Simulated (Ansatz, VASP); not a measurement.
WC: VASP beside Ansatz

```
W C
1.0
     0.00000    2.19268    2.08305
     2.19268    0.00000    2.08305
     2.19268    2.19268    0.00000
W C
1 1
Direct
  0.00000 0.00000 0.00000
  0.50000 0.50000 0.50000
```

Change from the starting cell: strain +0.000 along x and y, -0.050 along z, atoms carried along.

Alike in both runs: task single point; functional r2SCAN; k mesh 18 × 18 × 18; occupations gaussian, width 0.15 eV; no spin polarisation.

```csv
,VASP,Ansatz
version,VASP 6.6.1,Ansatz 0.2.0
potentials or method,"VASP PAW PBE potentials, release 64 (W_sv, C), cutoff 520 eV","scalar-relativistic, plane waves, PAW"
valence electrons in the cell,18,18
```

|  | VASP | Ansatz | Ansatz less VASP |
| --- | --- | --- | --- |
| gap on the k mesh at the Fermi level (eV) | none | none | - |
| pressure (GPa) | 19.8 | 17.8 | -1.95 |
| traceless stress, the component that is largest in VASP (GPa) | 26.90 | 26.82 | -0.078 |

VASP's potentials were made for PBE, not for r2SCAN. A gap of «none» marks a metal or a gap that the smearing closes.

Spin-orbit coupling is off throughout.
